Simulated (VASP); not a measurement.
CdF2, 3 atoms in the cell. It takes space group Fm-3m (No. 225, cubic). The conventional cell has a = 5.388 Å, b = 5.388 Å, c = 5.388 Å, α = 90.00°, β = 90.00°, γ = 90.00°. Within 3.1 Å of Cd (site symmetry m-3m) lie 8 F at 2.33 Å. Within 3.1 Å of F (site symmetry -43m) lie 4 Cd at 2.33 Å and 6 F at 2.69 Å. 

```yaml
Program: VASP 6.6.1
Task: electric field gradients
Functional: r2SCAN
Potentials_or_basis: VASP PAW PBE potentials, release 64 (Cd, F)
Cutoff: 520 eV
k_mesh: 8 × 8 × 8
Occupations: fermi-dirac, width 0.02 eV
Spin: no spin polarisation
Dipole_correction: no
Further_INCAR_settings: ALGO = Normal; EDIFF = 1e-08; NBANDS = 20
```

Potentials or basis: VASP PAW PBE potentials, release 64 (Cd, F).

Run with:

```bash
$ cat potpaw_PBE.64/Cd/POTCAR potpaw_PBE.64/F/POTCAR > POTCAR
$ cp INCAR.step1 INCAR
$ mpirun -np 1 vasp_std > vasp.out
$ cp INCAR.step2 INCAR
$ mpirun -np 1 vasp_std > vasp.out
```

Hardware: 1 thread of Intel(R) Xeon(R) Platinum 8488C (Sapphire Rapids), with other jobs on the host.

Question: How long does it take, and how much memory?

Answer: Wall time 79 s on 1 thread of Intel(R) Xeon(R) Platinum 8488C (Sapphire Rapids) (shared host), peak memory 0.17 GiB. Counts: k points 29.
